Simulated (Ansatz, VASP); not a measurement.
Given: the input of a run of Ansatz 0.2.0 on Co.

The input input.yaml:

```yaml
crystal:
  lattice:
    - [2.4705617809, 0.0, 0.0]
    - [-1.2352808905, 2.1395692639, 0.0]
    - [0.0, 0.0, 8.0882338]
  atoms:
    - { symbol: Co, position: [0.6666666667, 0.3333333333, 0.75] }
    - { symbol: Co, position: [0.0, 0.0, 0.5] }
    - { symbol: Co, position: [0.3333333333, 0.6666666667, 0.25] }
    - { symbol: Co, position: [0.0, 0.0, 0.0] }
hamiltonian:
  xc: pbesol
  pseudopotentials: { kind: paw }
kpoints:
  mp_grid: { grid: [12, 12, 4] }
scf:
  occupations: { method: fermi_dirac, width: 0.05 }
output:
  forces: true
  stress: true
  eigenvalues: true
```

Potentials or basis: Ansatz PAW.

Command:

```sh
$ ansatz run input.yaml --threads 2 --pin off --max-ram 5632MiB --backend cpu --events-out ev --progress --plain --runs-dir out
```

Translate it to VASP 6.6.1. Potentials there: VASP PAW PBE potentials, release 64 (Co_sv).

As run (the cutoff follows the program's own potentials):

Contents of INCAR:

```
  ALGO = Normal
  EDIFF = 1E-6
  ENCUT = 600
  GGA = PS
  GGA_COMPAT = F
  ISIF = 2
  ISMEAR = -1
  LASPH = T
  LCHARG = T
  LELF = T
  LREAL = F
  LVHAR = T
  LWAVE = F
  NBANDS = 42
  NELM = 120
  PREC = Accurate
  SIGMA = 0.05
```

KPOINTS

```
k-points
0
Gamma
  12 12 4
```

File POSCAR:

```
Co
1.0
    2.4705617809      0.0000000000      0.0000000000
   -1.2352808905      2.1395692639      0.0000000000
    0.0000000000      0.0000000000      8.0882338000
Co
4
Direct
    0.6666666667      0.3333333333      0.7500000000
    0.0000000000      0.0000000000      0.5000000000
    0.3333333333      0.6666666667      0.2500000000
    0.0000000000      0.0000000000      0.0000000000
```

Potentials or basis: VASP PAW PBE potentials, release 64 (Co_sv).

Command:

```bash
$ cat potpaw_PBE.64/Co_sv/POTCAR > POTCAR
$ mpirun -np 1 vasp_std > vasp.out
```

Both were run:

|  | VASP | Ansatz | Ansatz less VASP |
| --- | --- | --- | --- |
| gap on the k mesh at the Fermi level (eV) | none | none | - |
| pressure (GPa) | -22.2 | -18.6 | +3.55 |
| traceless stress, the component that is largest in VASP (GPa) | -1.05 | -1.02 | +0.026 |

VASP's potentials were made for PBE, not for PBEsol. A gap of «none» marks a metal or a gap that the smearing closes.
